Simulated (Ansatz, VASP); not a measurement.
C: VASP beside Ansatz

Contents of INCAR:

```
ALGO     = Normal         # electronic algorithm
EDIFF    = 1E-6           # SCF threshold, eV
ENCUT    = 910            # plane-wave cutoff, eV
GGA      = CA             # functional
GGA_COMPAT= F            
ISIF     = 2              # what is computed and relaxed
ISMEAR   = 0              # smearing method
LASPH    = T              # aspherical terms in the spheres
LCHARG   = F              # write CHGCAR
LREAL    = F              # projectors in reciprocal space
LWAVE    = F              # write WAVECAR
NBANDS   = 26             # bands
NELM     = 120            # most SCF steps
PREC     = Accurate       # precision mode
SIGMA    = 0.05           # smearing width, eV
```

The input KPOINTS:

```
k-points
0
Gamma
  8 8 8
```

The input POSCAR:

```
C
1.0
   -2.4103983070      2.4164243028      2.4164243028
    2.4103983070     -2.4043723112      2.4043723112
    2.4103983070      2.4043723112     -2.4043723112
C
8
Direct
    0.3254710870      0.0000000000      0.0000000000
    0.6745289130      0.6745289130      0.6745289130
    0.0000000000      0.3254710870      0.0000000000
    0.0000000000      0.0000000000      0.3254710870
    0.0000000000      0.6745289130      0.0000000000
    0.3254710870      0.3254710870      0.3254710870
    0.6745289130      0.0000000000      0.0000000000
    0.0000000000      0.0000000000      0.6745289130
```

Input for Ansatz:

```yaml
crystal:
  lattice:
    - [-2.410398307, 2.4164243028, 2.4164243028]
    - [2.410398307, -2.4043723112, 2.4043723112]
    - [2.410398307, 2.4043723112, -2.4043723112]
  atoms:
    - { symbol: C, position: [0.325471087, 0.0, 0.0] }
    - { symbol: C, position: [0.674528913, 0.674528913, 0.674528913] }
    - { symbol: C, position: [0.0, 0.325471087, 0.0] }
    - { symbol: C, position: [0.0, 0.0, 0.325471087] }
    - { symbol: C, position: [0.0, 0.674528913, 0.0] }
    - { symbol: C, position: [0.325471087, 0.325471087, 0.325471087] }
    - { symbol: C, position: [0.674528913, 0.0, 0.0] }
    - { symbol: C, position: [0.0, 0.0, 0.674528913] }
basis:
  ecutwfc: 420
kpoints:
  mp_grid: { grid: [8, 8, 8] }
hamiltonian:
  xc: lda
scf:
  occupations: { method: gaussian, width: 0.05 }
output:
  forces: true
  stress: true
  eigenvalues: true
```

Change from the starting cell: strain +0.0050 x Voigt [0, 0, 0, 1, 0, 0], atoms carried along.

Alike in both runs: task single point; functional LDA; k mesh 8 × 8 × 8; occupations gaussian, width 0.05 eV; no spin polarisation.

|  | VASP | Ansatz |
| --- | --- | --- |
| version | VASP 6.6.1 | Ansatz 0.2.0 |
| potentials or method | VASP PAW LDA potentials, release 64 (C_h), cutoff 910 eV | scalar-relativistic, plane waves, PAW |
| valence electrons in the cell | 32 | 32 |

```csv
,VASP,Ansatz,Ansatz less VASP
gap on the k mesh at the Fermi level (eV),2.99,3.00,+0.004
least direct gap on the mesh (eV),3.79,3.81,+0.017
rms of the force components (eV/Å),0.022,0.007,-0.0150
```

LDA's correlation is that of Perdew and Zunger in VASP and of Perdew and Wang (1992) in Ansatz. Atom by atom the forces differ by 0.022 eV/Å (rms over components).

Noted on VASP's run: the cutoff is short for stress, so the pressure is rough.
